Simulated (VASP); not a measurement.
# Si2Mo in VASP: a series of runs, part 2 of 2

VASP 6.6.1. The steps go on from the part before.

## (4) Single point, PBEsol (uniaxial strain along a: -1.5 %, then relaxed in part)

File INCAR:

```
SYSTEM = Si2Mo
ALGO     = Normal         ! electronic algorithm
EDIFF    = 1E-6           ! SCF threshold, eV
ENCUT    = 520            ! plane-wave cutoff, eV
GGA      = PS             ! functional
ISIF     = 2              ! what is computed and relaxed
ISMEAR   = 0              ! smearing method
LASPH    = .True.         ! aspherical terms in the spheres
LCHARG   = .False.        ! write CHGCAR
LREAL    = .False.        ! projectors in reciprocal space
LWAVE    = .False.        ! write WAVECAR
NBANDS   = 31             ! bands
NELM     = 60             ! most SCF steps
PREC     = Accurate       ! precision mode
SIGMA    = 0.1            ! smearing width, eV
```

File KPOINTS:

```
k-points
0
Gamma
  12 12 6
  0 0 0
```

File POSCAR:

```
Si2Mo
1.0
    3.1422191190      0.0000000000      0.0000000000
    0.0000000000      3.2036491433      0.0000000000
    0.0000000000      0.0000000000      7.8363524131
Si Mo
4 2
Direct
    0.0000000000      0.0000000000      0.3350355322
    0.5000000000      0.5000000000      0.1649644678
    0.5000000000      0.5000000000      0.8350355322
    0.0000000000      0.0000000000      0.6649644678
    0.0000000000      0.0000000000      0.0000000000
    0.5000000000      0.5000000000      0.5000000000
```

Started as:

```
$ cat potpaw_PBE.64/Si/POTCAR potpaw_PBE.64/Mo_sv/POTCAR > POTCAR
$ mpirun -np 1 vasp_std > vasp.out
```

It took 14 min on 1 thread of AMD EPYC 7R13, shared host; peak memory 0.42 GiB.

It converged, with:

```yaml
Free_energy: -50.1357 eV
Pressure: 2.3 GPa
Largest_force: 0.005 eV/Å
Band_gap_on_the_k_mesh: zero (band 22 reaches 13.01 eV, above the bottom of band 23 at 12.16 eV)
```

Forces on the atoms (eV/Å):
```
Si   0.000  0.000 -0.005
Si   0.000  0.000  0.005
Si   0.000  0.000 -0.005
Si   0.000  0.000  0.005
Mo   0.000  0.000  0.000
Mo   0.000  0.000  0.000
```

Stress tensor (GPa, compression positive):
```
6.12 0.00 0.00
0.00 0.43 0.00
0.00 0.00 0.41
```

Levels at points of the mesh, in eV from the Fermi level:
```csv
k point,band 19,band 20,band 21,band 22,band 23,band 24,band 25,band 26
"(0.00, 0.00, 0.00)",-0.76,-0.68,-0.52,-0.22,0.39,0.52,2.93,3.42
"(0.50, 0.00, 0.00)",-2.54,-2.54,-0.83,-0.83,1.91,1.91,3.43,3.43
"(0.00, 0.50, 0.00)",-2.45,-2.45,-0.63,-0.63,1.78,1.78,3.12,3.12
"(0.50, 0.50, 0.00)",-3.23,-3.23,-1.24,-1.24,2.34,2.34,2.80,2.80
"(0.00, 0.00, 0.50)",-1.94,-1.94,0.46,0.46,1.55,1.55,1.90,1.90
"(0.50, 0.00, 0.50)",-2.69,-2.69,-0.64,-0.64,2.47,2.47,2.98,2.98
"(0.00, 0.50, 0.50)",-2.49,-2.49,-0.45,-0.45,2.14,2.14,3.33,3.33
"(0.50, 0.50, 0.50)",-2.23,-2.23,-2.12,-2.12,0.27,0.27,2.35,2.35
```

Caveat: the cell differs from its parent crystal (uniaxial strain along a: -1.5 %, then relaxed in part); the PAW data sets were made with another functional, which shifts forces and pressure a little.

## (5) Single point, PBEsol

This run uses another cell than the first one: it holds 3 atoms, not 6.

File INCAR:

```
SYSTEM = Si2Mo
PREC = Accurate ; ENCUT = 520
EDIFF = 1E-6 ; ISMEAR = 0
SIGMA = 0.1 ; LREAL = .False.
LASPH = .True. ; NELM = 100
ALGO = Normal ; ISIF = 2
LWAVE = .False. ; LCHARG = .True.
GGA = PS ; LELF = .True.
LVHAR = .True. ; NBANDS = 18
ISYM = 0
```

File KPOINTS:

```
Automatic mesh
0
Gamma
  9 9 15
  0 0 0
```

File POSCAR:

```
Si2Mo
1.0
    4.5114403734      0.0000000000      0.0000000000
   -2.2557201867      3.9106920497      0.0000000000
    2.2557201867      0.0000000000      2.2557201867
Si Mo
2 1
Direct
    0.6649403283      0.3298806567      0.0000000000
    0.3350596717      0.6701193433      0.0000000000
    0.0000000000      0.0000000000      0.0000000000
```

Potentials or basis: VASP PAW PBE potentials, release 64 (Si, Mo_sv).

Started as:

```
$ cat potpaw_PBE.64/Si/POTCAR potpaw_PBE.64/Mo_sv/POTCAR > POTCAR
$ mpirun -np 1 vasp_std > vasp.out
```

OUTCAR:

```text
SYSTEM = Si2Mo
   PREC = Accurate
   ENCUT = 520
   EDIFF = 1E-6
   ISMEAR = 0
   LREAL = .False.
   LASPH = .True.
   NELM = 100
   ISIF = 2
   GGA = PS
   ISYM = 0

 ion  position               nearest neighbor table
   1  0.665  0.330  0.000-   2 2.58   3 2.60   3 2.60   3 2.60   3 2.60   2 2.62   2 2.62   2 2.62
                             2 2.62   3 2.62
   2  0.335  0.670  0.000-   1 2.58   3 2.60   3 2.60   3 2.60   3 2.60   1 2.62   1 2.62   1 2.62
                             1 2.62   3 2.62
   3  0.000  0.000  0.000-   1 2.60   2 2.60   1 2.60   2 2.60   2 2.60   1 2.60   2 2.60   1 2.60
                             2 2.62   1 2.62

IMPORTANT INFORMATION: All symmetrisations will be switched off!
NOSYMM: (Re-)initialisation of all symmetry stuff for point group C_1.

----------------------------------------------------------------------------------------

                                     Primitive cell

  volume of cell :      39.7973

  direct lattice vectors                    reciprocal lattice vectors
     4.511440373  0.000000000  0.000000000     0.221658698  0.127854608 -0.221658698
    -2.255720187  3.910692050  0.000000000     0.000000000  0.255709216  0.000000000
     2.255720187  0.000000000  2.255720187     0.000000000  0.000000000  0.443317396

[... 160 lines left out ...]
 fundamental gap:      0.0355163098
 Fermi energy:        12.2992145039

 k-point     1 :       0.0000    0.0000    0.0000
  band No.  band energies     occupation
      1     -48.2664      2.00000
      2     -22.4583      2.00000
      3     -22.3731      2.00000
      4     -22.3717      2.00000
      5      -1.1626      2.00000
      6       5.8685      2.00000
[... 481 lines left out ...]
      5      -0.0448      2.00000
      6       3.2588      2.00000
[... 10 lines left out ...]
     17      19.9454      0.00000
     18      19.9459      0.00000

 [... further k-points ...]

------------------------ aborting loop because EDIFF is reached ----------------------------------------

  FORCE on cell =-STRESS in cart. coord.  units (eV):
  Direction    XX          YY          ZZ          XY          YZ          ZX
  --------------------------------------------------------------------------------------
  -------------------------------------------------------------------------------------
  Total        0.0905966      0.0812118      0.1269110      0.0000010      0.0000008      0.0102414
  in kB        3.6472758      3.2694591      5.1092330      0.0000398      0.0000312      0.4123005
  external PRESSURE =       4.0086560 kB  Pullay stress =       0.0000000 kB

 VOLUME and BASIS-vectors are now :
 -----------------------------------------------------------------------------
  energy-cutoff  :      520.00
  volume of cell :       39.80
      direct lattice vectors                 reciprocal lattice vectors
     4.511440373  0.000000000  0.000000000     0.221658698  0.127854608 -0.221658698
    -2.255720187  3.910692050  0.000000000     0.000000000  0.255709216  0.000000000
     2.255720187  0.000000000  2.255720187     0.000000000  0.000000000  0.443317396

 POSITION                                       TOTAL-FORCE (eV/Angst)
 -----------------------------------------------------------------------------------
      2.25572      1.29006      0.00000         0.000000     -0.005004     -0.000000
      0.00000      2.62063      0.00000        -0.000000      0.005004      0.000000
      0.00000      0.00000      0.00000         0.000000     -0.000000     -0.000000
 -----------------------------------------------------------------------------------
    total drift:                                0.000000     -0.000000     -0.000000

  FREE ENERGIE OF THE ION-ELECTRON SYSTEM (eV)
  ---------------------------------------------------
  free  energy   TOTEN  =       -25.0781209937 eV

  energy  without entropy=      -25.0760312634  energy(sigma->0) =      -25.07707613
```

Run time: 4.3 min. Hardware: 1 thread of AMD EPYC 9R45 (Zen 5), shared host; peak memory 0.47 GiB.

Results:

```
Free energy            : -25.0781 eV
Pressure               : 0.4 GPa
Largest force          : 0.005 eV/Å
Band gap on the k mesh : zero (band 11 reaches 12.83 eV, above the bottom of band 12 at 11.92 eV)
```

Forces in eV/Å, atoms in the order of the input:
```
Si   0.000 -0.005  0.000
Si   0.000  0.005  0.000
Mo   0.000  0.000  0.000
```

Levels at points of the mesh, in eV from the Fermi level:
| k point | band 7 | band 8 | band 9 | band 10 | band 11 | band 12 | band 13 | band 14 | band 15 | band 16 |
| --- | --- | --- | --- | --- | --- | --- | --- | --- | --- | --- |
| (0.00, 0.00, 0.00) | -3.36 | -3.10 | -2.60 | -2.60 | 0.42 | 3.17 | 3.27 | 3.60 | 3.60 | 4.18 |

Caveat: the PAW data sets were made with another functional, which shifts forces and pressure a little.

## (6) Single point, PBEsol (strained and its atoms moved)

File INCAR:

```
ALGO = Normal ; EDIFF = 1E-6
ENCUT = 520 ; GGA = PS
ISIF = 2 ; ISMEAR = 0
LASPH = T ; LCHARG = F
LREAL = F ; LWAVE = F
NBANDS = 18 ; NELM = 80
PREC = Accurate ; SIGMA = 0.1
```

File KPOINTS:

```
k-points
0
Gamma
  18 18 18
```

File POSCAR:

```
Si2Mo
1.0
   -1.5044160000      1.5044160000      4.0494369300
    1.5044160000     -1.5044160000      4.0494369300
    1.5044160000      1.5044160000     -4.0494369300
Si Mo
2 1
Direct
    0.3423480082      0.3423480082      0.0000000000
    0.6576519918      0.6576519918      0.0000000000
    0.0000000000      0.0000000000      0.0000000000
```

Potentials or basis: VASP PAW PBE potentials, release 64 (Si, Mo_sv).

Started as:

```
$ cat potpaw_PBE.64/Si/POTCAR potpaw_PBE.64/Mo_sv/POTCAR > POTCAR
$ mpirun -np 1 vasp_std > vasp.out
```

Run time: 5.9 min. Hardware: 1 thread of Intel Xeon Platinum 8488C (Sapphire Rapids), shared host; peak memory 0.43 GiB.

The run converged. Its results:

* Free energy: -24.5304 eV
* Pressure: 24.6 GPa
* Largest force: 1.331 eV/Å
* Band gap on the k mesh: zero (band 11 reaches 14.53 eV, above the bottom of band 12 at 13.59 eV)

Forces in eV/Å, atoms in the order of the input:
```
Si   0.000  0.000 -1.331
Si   0.000  0.000  1.331
Mo   0.000  0.000  0.000
```

Stress tensor (GPa, compression positive):
```
36.17  0.00  0.00
 0.00 36.17  0.00
 0.00  0.00  1.50
```

Levels at points of the mesh, in eV from the Fermi level:
```tsv
k point	band 9	band 10	band 11	band 12	band 13	band 14
(0.00, 0.00, 0.00)	-2.48	-2.48	0.60	3.03	3.70	3.97
(0.50, 0.00, 0.00)	-3.32	-2.86	-0.52	2.62	2.89	4.00
(0.50, 0.50, 0.00)	-4.61	-4.33	-1.53	2.61	2.72	2.75
(0.50, 0.50, 0.50)	-0.94	-0.94	0.29	0.29	0.69	3.36
```

Caveat: the cell differs from its parent crystal (strained and its atoms moved); the PAW data sets were made with another functional, which shifts forces and pressure a little.

## (7) The runs side by side

```tsv
cell	k mesh	gap on the mesh (eV)	pressure (GPa)	largest force (eV/Å)
a = 3.094, b = 3.218, c = 7.855 Å, 6 atoms	12 × 12 × 6	none	4.3	0.01
a = 3.094, b = 3.214, c = 7.880 Å, 6 atoms	12 × 12 × 6	none	3.7	0.01
a = 3.142, b = 3.204, c = 7.836 Å, 6 atoms	12 × 12 × 6	none	2.3	0.01
a = 4.511, b = 4.515, c = 3.190 Å, angles 110.7, 45.0, 120.0°, 3 atoms	9 × 9 × 15	none	0.4	0.01
a = 4.574 Å, angles 141.6, 141.6, 55.4°, 3 atoms	18 × 18 × 18	none	24.6	1.33
```

Alike in all rows: task single point; level PBEsol; potentials or basis VASP PAW PBE potentials, release 64 (Si, Mo_sv); no spin polarisation; cutoff (eV) 520; smearing gaussian 0.1 eV.

Caveats: the PAW data sets were made with another functional, which shifts forces and pressure a little.

Absolute energies hang on the potentials; compare differences alone.
